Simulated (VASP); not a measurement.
CdS (Hawleyite): single point with PBE

The system is CdS (Hawleyite).

```
CELL_PARAMETERS angstrom
0.00000 2.87708 2.87708
2.87708 0.00000 2.87708
2.87708 2.87708 0.00000
ATOMIC_POSITIONS crystal
Cd 0.00000 0.00000 0.00000
S 0.25000 0.25000 0.25000
```

```
Program             : VASP 6.6.1
Task                : single point
Functional          : PBE
Potentials or basis : VASP PAW PBE potentials, release 64 (Cd, S)
Cutoff              : 520 eV
k mesh              : 6 × 6 × 6
Occupations         : gaussian, width 0.01 eV
Spin                : no spin polarisation
```

```json
{
  "Pressure": "6.2 GPa",
  "Band gap on the k mesh": "1.24 eV, direct"
}
```

Levels at points of the mesh, in eV from the valence-band top:
| k point | band 7 | band 8 | band 9 | band 10 | band 11 | band 12 |
| --- | --- | --- | --- | --- | --- | --- |
| (0.00, 0.00, 0.00) | 0.00 | 0.00 | 0.00 | 1.24 | 6.53 | 6.53 |
| (0.50, 0.00, 0.00) | -4.66 | -0.81 | -0.81 | 3.07 | 7.01 | 7.01 |
| (0.50, 0.50, 0.00) | -4.14 | -2.03 | -2.03 | 3.48 | 4.39 | 9.41 |

It took 14 s on 1 thread of Intel(R) Xeon(R) Platinum 8259CL CPU @ 2.50GHz (Skylake/Cascade Lake), with other jobs on the host, peak memory 0.16 GiB.

Expect the measured gap to be larger: semilocal functionals such as PBE lack the derivative discontinuity.
